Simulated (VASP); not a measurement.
Input of a VASP 6.6.1 run:

File INCAR:

```
SYSTEM = Pb
ALGO = Normal
DIPOL = 0.5 0.5 0.500
EDIFF = 1E-6
ENCUT = 520
GGA = PE
IDIPOL = 3
ISIF = 2
ISMEAR = -1
LASPH = .TRUE.
LCHARG = .FALSE.
LDIPOL = .TRUE.
LREAL = .FALSE.
LWAVE = .FALSE.
NBANDS = 28
NELM = 60
PREC = Accurate
SIGMA = 0.08
```

File KPOINTS:

```
k-points
0
G
  8 8 1
  0 0 0
```

File POSCAR:

```
Pb
1.0
    5.6565235105      0.0000000000      0.0000000000
   -2.8282617552      4.8986930572      0.0000000000
    0.0000000000      0.0000000000     18.3093000000
Pb
3
Direct
    0.1666666665      0.3333333335      0.4369373474
    0.5000000005      0.9999999995      0.4999999998
    0.8333333335      0.6666666665      0.5630626526
```

Potentials or basis: VASP PAW PBE potentials, release 64 (Pb_d).

Command:

```console
$ cat potpaw_PBE.64/Pb_d/POTCAR > POTCAR
$ mpirun -np 1 vasp_std > vasp.out
```

What does it give for the largest force?

0.609 eV/Å.

Forces in eV/Å, atoms in the order of the input:
```
Pb   0.000  0.000  0.609
Pb   0.000  0.000  0.000
Pb   0.000  0.000 -0.609
```
